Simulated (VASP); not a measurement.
A run of VASP 6.6.1:

Contents of POSCAR:

```
TaN
1.0
    2.8726309253      0.0000000000      0.0000000000
   -1.4363154627      2.4877713570      0.0000000000
    0.0000000000      0.0000000000      2.8327900995
Ta N
1 1
Direct
    0.3333333333      0.6666666667      0.5000000000
    0.0000000000      0.0000000000      0.0000000000
```

INCAR.step1

```
  ALGO = Normal
  EDIFF = 1E-4
  ENCUT = 520
  GGA = PE
  ISMEAR = 0
  LASPH = True
  LCHARG = False
  LREAL = False
  LWAVE = True
  NBANDS = 15
  NELM = 60
  PREC = Accurate
  SIGMA = 0.1
```

The input INCAR.step2:

```
  ALGO = Normal
  EDIFF = 1E-6
  ENCUT = 520
  ISIF = 2
  ISMEAR = 0
  ISTART = 1
  LASPH = True
  LCHARG = False
  LMIXTAU = True
  LREAL = False
  LWAVE = False
  METAGGA = R2SCAN
  NBANDS = 15
  NELM = 60
  PREC = Accurate
  SIGMA = 0.1
```

The input KPOINTS:

```
k-points
0
Gamma
  18 18 14
```

Potentials or basis: VASP PAW PBE potentials, release 64 (Ta_pv, N).

Launch:

```sh
$ cat potpaw_PBE.64/Ta_pv/POTCAR potpaw_PBE.64/N/POTCAR > POTCAR
$ cp INCAR.step1 INCAR
$ mpirun -np 1 vasp_std > vasp.out
$ cp INCAR.step2 INCAR
$ mpirun -np 1 vasp_std > vasp.out
```

Hardware: 1 thread of Intel(R) Xeon(R) 6975P-C (Granite Rapids) (shared host).

Problem. Estimate the wall time of this run.

Solution. Wall time 2.2 min on 1 thread of Intel(R) Xeon(R) 6975P-C (Granite Rapids), with other jobs on the host, peak memory 0.21 GiB. Counts: k points 296.
